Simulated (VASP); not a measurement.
Runs of VASP 6.6.1 on PbF2. The structure is that of space group Fm-3m (No. 225), or close to it. The cells are those of the table. 

```csv
level,cell,gap on the mesh (eV),pressure (GPa)
r2SCAN+D3(BJ),"a = 4.177 Å, angles 60.0°, 3 atoms",4.93,-0.3
r2SCAN,"a = 3.953 Å, angles 60.0°, 3 atoms",(a),20.0
r2SCAN,"a = 4.187 Å, angles 60.0°, 3 atoms",4.93,-0.2
r2SCAN,"a = 3.882 Å, angles 60.0°, 3 atoms",4.61,(b)
```

Alike in all rows: potentials or basis VASP PAW PBE potentials, release 64 (Pb_d, F); no spin polarisation.

**Question.** Fill in the values left out.

**Answer.** (a) 4.74; (b) 30.1.

Caveats: the PAW data sets were made with another functional, which shifts forces and pressure a little; spin-orbit coupling is left out, which moves the levels of the heavy elements; the cell stands under pressure (at least some runs); three body term missing (at least some runs).

A k mesh can miss the band edges, and the runs leave out spin-orbit coupling on Pb.
